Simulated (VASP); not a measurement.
Wanted: the native input for a VASP 6.6.1 run.

```
Task                   : single point
Functional             : PBEsol
Potentials or basis    : VASP PAW PBE potentials, release 64 (Sn_d)
Cutoff                 : 520 eV
k mesh                 : 7 × 7 × 7
Occupations            : fermi-dirac, width 0.05 eV
Spin                   : no spin polarisation
Dipole correction      : no
Further INCAR settings : ALGO = Normal; EDIFF = 1e-06; NBANDS = 21
```

The structure of Sn lies in POSCAR:

```
Sn
1.0
   -2.9401404553      2.9401404553      1.5993019889
    2.9401404553     -2.9401404553      1.5993019889
    2.9401404553      2.9401404553     -1.5993019889
Sn
2
Direct
    0.0000000000      0.0000000000      0.0000000000
    0.7500000000      0.2500000000      0.5000000000
```

These files were run (other wordings do the same):

INCAR

```
ALGO     = Normal         # electronic algorithm
EDIFF    = 1E-6           # SCF threshold, eV
ENCUT    = 520            # plane-wave cutoff, eV
GGA      = PS             # functional
ISIF     = 2              # what is computed and relaxed
ISMEAR   = -1             # smearing method
LASPH    = T              # aspherical terms in the spheres
LCHARG   = T              # write CHGCAR
LELF     = T              # ELF
LREAL    = F              # projectors in reciprocal space
LVHAR    = T            
LWAVE    = F              # write WAVECAR
NBANDS   = 21             # bands
NELM     = 60             # most SCF steps
PREC     = Accurate       # precision mode
SIGMA    = 0.05           # smearing width, eV
```

KPOINTS

```
k-points
0
Gamma
  7 7 7
```

Potentials or basis: VASP PAW PBE potentials, release 64 (Sn_d).

Run with:

```console
$ cat potpaw_PBE.64/Sn_d/POTCAR > POTCAR
$ mpirun -np 1 vasp_std > vasp.out
```

Results of the run:

The pressure is -1.7 GPa. The band gap on the k mesh is zero (bands 14 and 15 overlap by 3.39 eV).

Caveat: the PAW data sets were made with another functional, which shifts forces and pressure a little; spin-orbit coupling is left out, which moves the levels of the heavy elements.

It took 75 s on 1 thread of Intel Xeon 8259CL (shared host), peak memory 0.21 GiB.
